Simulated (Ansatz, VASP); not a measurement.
## One calculation of In2O3, two programs

```
In O
1.0
     2.75394    1.58999    5.09609
    -2.75394    1.58999    5.09609
     0.00000   -3.17997    5.09609
In O
4 6
Direct
  0.35707 0.35707 0.35707
  0.14293 0.14293 0.14293
  0.64293 0.64293 0.64293
  0.85707 0.85707 0.85707
  0.54657 0.95343 0.25000
  0.25000 0.54657 0.95343
  0.95343 0.25000 0.54657
  0.45343 0.04657 0.75000
  0.75000 0.45343 0.04657
  0.04657 0.75000 0.45343
```

Change from the starting cell: strain +0.000 along x and y, +0.050 along z, atoms carried along.

Alike in both runs: task single point; functional r2SCAN; k mesh 6 × 6 × 6; occupations gaussian, width 0.05 eV; no spin polarisation.

```csv
,VASP,Ansatz
version,VASP 6.6.1,Ansatz 0.2.0
potentials or method,"VASP PAW PBE potentials, release 64 (In_d, O), cutoff 520 eV","scalar-relativistic, plane waves, PAW"
valence electrons in the cell,88,88
```

|  | VASP | Ansatz | Ansatz less VASP |
| --- | --- | --- | --- |
| gap on the k mesh at the Fermi level (eV) | 1.45 | 1.44 | -0.007 |
| least direct gap on the mesh (eV) | 1.46 | 1.45 | -0.007 |
| pressure (GPa) | -6.2 | -7.1 | -0.87 |
| traceless stress, the component that is largest in VASP (GPa) | -4.99 | -4.88 | +0.108 |
| rms of the force components (eV/Å) | 0.141 | 0.141 | +0.0002 |

VASP's potentials were made for PBE, not for r2SCAN. Atom by atom the forces differ by 0.004 eV/Å (rms over components).
